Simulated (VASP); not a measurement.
# Pd in VASP: further runs

Runs on Pd. Level: PBE. Tasks: single point.

Program: VASP 6.6.1. These are calculated values, not measurements. Logs are shortened: lines on timing, memory, paths and dates and some standing lists are left out, and cuts for length are marked.

## 1. The cell of the first run

The cell holds a slab with vacuum, 17 atoms: a = 5.501 Å, b = 5.501 Å, c = 19.738 Å, α = 90.00°, β = 90.00°, γ = 60.00°.

## 2. Single point, PBE

INCAR reads:

```
PREC = Accurate
ENCUT = 520
EDIFF = 1E-6
ISMEAR = -1
SIGMA = 0.1
LREAL = Auto
LASPH = T
NELM = 100
ALGO = Normal
ISIF = 2
LWAVE = F
LCHARG = F
GGA = PE
NBANDS = 99
```

KPOINTS reads:

```
Automatic mesh
0
Gamma
  3 3 1
```

POSCAR reads:

```
Pd
1.0
    5.5012910000      0.0000000000      0.0000000000
    2.7506450000      4.7642580000      0.0000000000
    0.0000000000      0.0000000000     19.7376780000
Pd
17
Direct
    0.0000000000      0.0000000000      0.0506645209
    0.4999917292      0.0000000000      0.0506645209
   -0.0000010465      0.4999939130      0.0506645209
    0.5000088603      0.4999939130      0.0506645209
    0.1415595683      0.1801539715      0.1758666850
    0.6351069989      0.1830085608      0.1664481506
    0.1441880910      0.6798330401      0.1689307121
    0.6517234236      0.6687085376      0.1693258954
   -0.1756483002      0.3233032300      0.2886864402
    0.3455762225      0.2911261313      0.2947104518
   -0.1773199590      0.8148593128      0.2894920061
    0.3279599307      0.8151531676      0.2862596097
    0.0059042197     -0.0170435774      0.3969210563
    0.5193180325     -0.0285458932      0.4176124466
    0.0056069510      0.4596938285      0.4022762961
    0.4972618843      0.4756039660      0.4123129377
    0.1118331119      0.7034253812      0.5057332479
```

Potentials or basis: VASP PAW PBE potentials, release 64 (Pd).

Command:

```sh
> cat potpaw_PBE.64/Pd/POTCAR > POTCAR
> mpirun -np 1 vasp_std > vasp.out
```

OUTCAR:

```text
PREC = Accurate
   ENCUT = 520
   EDIFF = 1E-6
   ISMEAR = -1
   LREAL = Auto
   LASPH = T
   NELM = 100
   ISIF = 2
   GGA = PE

 ion  position               nearest neighbor table
   1  0.000  0.000  0.051-   2 2.75   4 2.75   3 2.75   3 2.75   4 2.75   2 2.75   7 2.79   6 2.87
                             5 2.91
   2  0.500  0.000  0.051-   6 2.75   1 2.75   3 2.75   4 2.75   4 2.75   3 2.75   1 2.75   8 2.83
                             5 3.00
   3  1.000  0.500  0.051-   4 2.75   1 2.75   2 2.75   1 2.75   2 2.75   4 2.75   7 2.80   8 2.87
                             5 2.90
   4  0.500  0.500  0.051-   6 2.74   3 2.75   1 2.75   2 2.75   2 2.75   1 2.75   3 2.75   8 2.80
                             7 2.88
   5  0.142  0.180  0.176-   9 2.69   8 2.69   6 2.73   7 2.75   7 2.76   6 2.78  12 2.79  10 2.80
                             8 2.81   3 2.90   1 2.91   2 3.00
   6  0.635  0.183  0.166-   7 2.72   8 2.72   5 2.73   4 2.74   2 2.75   5 2.78   7 2.78   8 2.79
                             1 2.87   9 2.88  10 2.89  11 3.00
   7  0.144  0.680  0.169-   6 2.72   8 2.74   5 2.75   5 2.76   8 2.76  12 2.77   6 2.78   1 2.79
                             3 2.80  11 2.83   4 2.88  10 3.10
   8  0.652  0.669  0.169-   5 2.69   6 2.72   7 2.74   7 2.76  12 2.78   6 2.79   4 2.80  11 2.81
                             5 2.81   2 2.83   3 2.87   9 2.87
   9  0.824  0.323  0.289-  13 2.68   5 2.69  11 2.70  15 2.71  12 2.72  10 2.73  12 2.78  10 2.79
                            11 2.80   8 2.87   6 2.88  16 2.90
  10  0.346  0.291  0.295-  11 2.62  15 2.67  12 2.67   9 2.73   9 2.79   5 2.80  16 2.82  12 2.84
                            14 2.87  11 2.88   6 2.89   7 3.10
  11  0.823  0.815  0.289-  10 2.62   9 2.70  13 2.70  12 2.72  12 2.78  15 2.80   9 2.80   8 2.81
                             7 2.83  10 2.88  14 2.91   6 3.00
  12  0.328  0.815  0.286-  13 2.67  10 2.67   9 2.72  11 2.72   7 2.77   8 2.78  11 2.78   9 2.78
                             5 2.79  10 2.84  16 2.97  14 3.08
  13  0.006  0.983  0.397-  17 2.53  15 2.62  12 2.67   9 2.68  11 2.70  14 2.74  16 2.76  16 2.77
                            14 2.82  15 2.88
  14  0.519  0.971  0.418-  16 2.72  13 2.74  15 2.76  15 2.78  16 2.79  13 2.82  10 2.87  11 2.91
                            12 3.08  17 3.32
  15  0.006  0.460  0.402-  13 2.62  17 2.66  10 2.67   9 2.71  16 2.76  16 2.76  14 2.76  14 2.78
                            11 2.80  13 2.88
  16  0.497  0.476  0.412-  17 2.61  14 2.72  15 2.76  15 2.76  13 2.76  13 2.77  14 2.79  10 2.82
                             9 2.90  12 2.97
  17  0.112  0.703  0.506-  13 2.53  16 2.61  15 2.66  14 3.32

  LATTYP: Found a hexagonal cell.
 ALAT       =     5.5012909582
 C/A-ratio  =     3.5878265938

  Lattice vectors:

 A1 = (  -2.7506450000,  -4.7642580000,   0.0000000000)
 A2 = (   5.5012910000,   0.0000000000,   0.0000000000)
 A3 = (   0.0000000000,   0.0000000000,  19.7376780000)

Analysis of symmetry for initial positions (statically):
=====================================================================
 Subroutine PRICEL returns:
 Original cell was already a primitive cell.

 Routine SETGRP: Setting up the symmetry group for a
 hexagonal supercell.

 Subroutine GETGRP returns: Found  1 space group operations
 (whereof  1 operations were pure point group operations)
 out of a pool of 24 trial point group operations.

The static configuration has the point symmetry C_1 .

Analysis of symmetry for dynamics (positions and initial velocities):
=====================================================================
 Subroutine PRICEL returns:
 Original cell was already a primitive cell.

 Routine SETGRP: Setting up the symmetry group for a
 hexagonal supercell.

 Subroutine GETGRP returns: Found  1 space group operations
 (whereof  1 operations were pure point group operations)
 out of a pool of 24 trial point group operations.

The dynamic configuration has the point symmetry C_1 .

 Subroutine INISYM returns: Found  1 space group operations
 (whereof  1 operations are pure point group operations),
 and found     1 'primitive' translations

----------------------------------------------------------------------------------------

                                     Primitive cell

  volume of cell :     517.3160

  direct lattice vectors                    reciprocal lattice vectors
     5.501291000  0.000000000  0.000000000     0.181775514 -0.104948118  0.000000000
     2.750645000  4.764258000  0.000000000     0.000000000  0.209896273  0.000000000
     0.000000000  0.000000000 19.737678000     0.000000000  0.000000000  0.050664521

  length of vectors
     5.501291000  5.501290958 19.737678000     0.209896272  0.209896273  0.050664521

  position of ions in fractional coordinates (direct lattice)
     0.000000000  0.000000000  0.050664521
     0.499991729  0.000000000  0.050664521
     0.999998953  0.499993913  0.050664521
     0.500008860  0.499993913  0.050664521
     0.141559568  0.180153971  0.175866685
     0.635106999  0.183008561  0.166448151
[... 9 lines left out ...]
     0.497261884  0.475603966  0.412312938
     0.111833112  0.703425381  0.505733248

  ion indices of the primitive-cell ions
   primitive index   ion index
                 1           1
                 2           2
                 3           3
                 4           4
                 5           5
                 6           6
[... 9 lines left out ...]
                16          16
                17          17

----------------------------------------------------------------------------------------

 KPOINTS: Automatic mesh

Automatic generation of k-mesh.
 Grid dimensions read from file:
 generate k-points for:    3    3    1

 Generating k-lattice:

  Cartesian coordinates                     Fractional coordinates (reciprocal lattice)
     0.060591838 -0.034982706  0.000000000     0.333333333  0.000000000  0.000000000
     0.000000000  0.069965424  0.000000000     0.000000000  0.333333333  0.000000000
     0.000000000  0.000000000  0.050664521     0.000000000  0.000000000  1.000000000

  Length of vectors
     0.069965424  0.069965424  0.050664521

  Shift w.r.t. Gamma in fractional coordinates (k-lattice)
     0.000000000  0.000000000  0.000000000

 Subroutine IBZKPT returns following result:
 ===========================================

 Found      5 irreducible k-points:

 Following reciprocal coordinates:
            Coordinates               Weight
  0.000000  0.000000  0.000000      1.000000
  0.333333 -0.000000  0.000000      2.000000
  0.333333  0.333333  0.000000      2.000000
  0.000000  0.333333  0.000000      2.000000
 -0.333333  0.333333  0.000000      2.000000
   k-points           NKPTS =      5   k-points in BZ     NKDIM =      5   number of bands    NBANDS=     99
   number of dos      NEDOS =    301   number of ions     NIONS =     17
   total plane-waves  NPLWV = 264600
   dimension x,y,z NGX =    42 NGY =   42 NGZ =  150
   dimension x,y,z NGXF=    84 NGYF=   84 NGZF=  300
   ions per type =              17
   NGX,Y,Z   is equivalent  to a cutoff of  12.69, 12.69, 12.63 a.u.
   NGXF,Y,Z  is equivalent  to a cutoff of  25.38, 25.38, 25.27 a.u.
 SYSTEM =  unknown system
   PREC   = accura    normal or accurate (medium, high low for compatibility)
   ISTART =      0    job   : 0-new  1-cont  2-samecut
   ICHARG =      2    charge: 1-file 2-atom 10-const
   ISPIN  =      1    spin polarized calculation?
   LNONCOLLINEAR =      F non collinear calculations
   LSORBIT =      F    spin-orbit coupling
   LASPH  =      T    aspherical Exc in radial PAW
   ENCUT  =  520.0 eV  38.22 Ry    6.18 a.u.  10.23 10.23 36.70*2*pi/ulx,y,z
   NELM   =    100;   NELMIN=  2; NELMDL= -5     # of ELM steps
   EDIFF  = 0.1E-05   stopping-criterion for ELM
   LREAL  =      T    real-space projection
   EDIFFG = 0.1E-04   stopping-criterion for IOM
   NSW    =      0    number of steps for IOM
   IBRION =     -1    ionic relax: 0-MD 1-quasi-New 2-CG
   NFREE  =      0    steps in history (QN), initial steepest desc. (CG)
   ISIF   =      2    stress and relaxation
   ISYM   =      2    0-nonsym 1-usesym 2-fastsym
   POTIM  = 0.5000    time-step for ionic-motion
   TEBEG  =    0.0;   TEEND  =   0.0 temperature during run
   PSTRESS=    0.0 pullay stress
   NELECT =     170.0000    total number of electrons
   NUPDOWN=      -1.0000    fix difference up-down
   EMIN   =  10.00;   EMAX   =-10.00  energy-range for DOS
   EFERMI =   0.00;   METHOD = LEGACY
   ISMEAR =    -1;   SIGMA  =   0.10  broadening in eV -4-tet -1-fermi 0-gaus
   EFERMI_NEDOS =   21; number of points for ismear=-14 and -15
   IALGO  =     38    algorithm
   IMIX   =      4    mixing-type and parameters
     AMIX     =   0.40;   BMIX     =  1.00
     AMIX_MAG =   1.60;   BMIX_MAG =  1.00
  volume/ion in A,a.u.               =      30.43       205.35
  Fermi-wavevector in a.u.,A,eV,Ry     =   1.129724  2.134869 17.364804  1.276277
  Thomas-Fermi vector in A             =   2.266419
   LORBIT       =      0    0 simple, 1 ext, 2 COOP (PROOUT), +10 PAW based schemes
   GGA     = PE    functional components
   LHFCALC =     F    Hartree Fock is set to
   AEXX    =    0.0000 exact exchange contribution
   IVDW    =     0    specifies the selected vdW correction
   LEPSILON=     F    determine dielectric tensor
   LRPA    =     F    only Hartree local field effects (RPA)
 non-spin polarized calculation
  energy-cutoff  :      520.00
  volume of cell :      517.32
 maximum number of plane-waves:     13974
 NGX is ok and might be reduce to    42
   NGX = 21   NGY = 21   NGZ = 73

 number of electron     169.9999995 magnetization

 Free energy of the ion-electron system (eV)
  ---------------------------------------------------
  ext. energy  EPLUGINS =         0.00000000
  ---------------------------------------------------
  free energy    TOTEN  =       -83.30374664 eV

  energy without entropy =      -82.09539673  energy(sigma->0) =      -82.69957169

 E-fermi :   2.1657     XC(G=0):  -7.4565

 val. band max:        2.1541304134   @ k =   0.0000   0.3333   0.0000
 cond. band min:       2.1723873675   @ k =   0.0000   0.0000   0.0000
 fundamental gap:      0.0182569541
 Fermi energy:         2.1657418327

 k-point     1 :       0.0000    0.0000    0.0000
  band No.  band energies     occupation
      1      -4.2387      2.00000
      2      -3.3325      2.00000
      3      -2.8968      2.00000
      4      -2.7384      2.00000
      5      -2.7040      2.00000
      6      -2.6848      2.00000
[... 89 lines left out ...]
     96       5.3525      0.00000
     97       5.4338      0.00000

 k-point     2 :       0.3333   -0.0000    0.0000
  band No.  band energies     occupation
      1      -3.4326      2.00000
      2      -2.6906      2.00000
      3      -2.4958      2.00000
      4      -2.4126      2.00000
      5      -2.2942      2.00000
      6      -2.2524      2.00000
[... 89 lines left out ...]
     96       5.1933      0.00000
     97       5.2633      0.00000

 k-point     3 :       0.3333    0.3333    0.0000
  band No.  band energies     occupation
      1      -3.4306      2.00000
      2      -2.6342      2.00000
      3      -2.4914      2.00000
      4      -2.4023      2.00000
      5      -2.3049      2.00000
      6      -2.2294      2.00000
[... 89 lines left out ...]
     96       5.1823      0.00000
     97       5.2493      0.00000

 k-point     4 :       0.0000    0.3333    0.0000
  band No.  band energies     occupation
      1      -3.4298      2.00000
      2      -2.6250      2.00000
      3      -2.4993      2.00000
      4      -2.4079      2.00000
      5      -2.2954      2.00000
      6      -2.2200      2.00000
[... 89 lines left out ...]
     96       5.1543      0.00000
     97       5.2225      0.00000

 k-point     5 :      -0.3333    0.3333    0.0000
  band No.  band energies     occupation
      1      -2.4202      2.00000
      2      -2.2694      2.00000
      3      -2.1964      2.00000
      4      -2.0022      2.00000
      5      -1.9145      2.00000
      6      -1.8579      2.00000
[... 89 lines left out ...]
     96       5.3145      0.00000
     97       5.3308      0.00000
 [bands above 97 left out]

------------------------ aborting loop because EDIFF is reached ----------------------------------------

  FORCE on cell =-STRESS in cart. coord.  units (eV):
  Direction    XX          YY          ZZ          XY          YZ          ZX
  --------------------------------------------------------------------------------------
  -------------------------------------------------------------------------------------
  Total       -2.7158387     -2.1693051     -3.6154081      0.2829738      0.2374389     -0.5579334
  in kB       -8.4112124     -6.7185457    -11.1972650      0.8763969      0.7353710     -1.7279731
  external PRESSURE =      -8.7756744 kB  Pullay stress =       0.0000000 kB

 VOLUME and BASIS-vectors are now :
 -----------------------------------------------------------------------------
  energy-cutoff  :      520.00
  volume of cell :      517.32
      direct lattice vectors                 reciprocal lattice vectors
     5.501291000  0.000000000  0.000000000     0.181775514 -0.104948118  0.000000000
     2.750645000  4.764258000  0.000000000     0.000000000  0.209896273  0.000000000
     0.000000000  0.000000000 19.737678000     0.000000000  0.000000000  0.050664521

 POSITION                                       TOTAL-FORCE (eV/Angst)
 -----------------------------------------------------------------------------------
      0.00000      0.00000      1.00000         0.077421      0.098993      0.298434
      2.75060      0.00000      1.00000        -0.168896      0.027053      0.254777
      6.87659      2.38210      1.00000        -0.038044     -0.072056      0.333814
      4.12600      2.38210      1.00000        -0.037964      0.110355      0.064799
      1.27430      0.85830      3.47120         0.178008     -0.250568     -0.780099
      3.99730      0.87190      3.28530         0.267549     -0.380969      0.546831
[... 9 lines left out ...]
      4.04380      2.26590      8.13810         0.572643     -0.091439     -0.426602
      2.55010      3.35130      9.98200        -0.230511     -0.136739      0.044987
 -----------------------------------------------------------------------------------
    total drift:                                0.001581      0.000085      0.012075

  FREE ENERGIE OF THE ION-ELECTRON SYSTEM (eV)
  ---------------------------------------------------
  free  energy   TOTEN  =       -83.3037466410 eV

  energy  without entropy=      -82.0953967315  energy(sigma->0) =      -82.69957169
```

It took 11 min on 1 thread of AMD EPYC 9R45 (Zen 5), shared host; peak memory 0.59 GiB.

Results:

| Quantity | Value |
| --- | --- |
| Free energy | -83.3037 eV |
| Largest force | 1.075 eV/Å |
| Band gap on the k mesh | zero (band 85 reaches 2.41 eV, above the bottom of band 86 at 2.04 eV) |

Forces in eV/Å, atoms in the order of the input:
```
Pd   0.077  0.099  0.298
Pd  -0.169  0.027  0.255
Pd  -0.038 -0.072  0.334
Pd  -0.038  0.110  0.065
Pd   0.178 -0.251 -0.780
Pd   0.268 -0.381  0.547
Pd  -0.077 -0.100  0.081
Pd  -0.068  0.327 -0.075
Pd  -0.275 -0.156 -0.155
Pd   0.006  0.901 -0.585
Pd   0.364 -0.233 -0.453
Pd  -0.120 -0.411  0.132
Pd  -0.145  0.083  0.416
Pd  -0.260 -0.227 -0.293
Pd  -0.045  0.511  0.596
Pd   0.573 -0.091 -0.427
Pd  -0.231 -0.137  0.045
```

Caveat: the k points lie up to 0.44 Å⁻¹ apart.

[end of part 1 of 2]
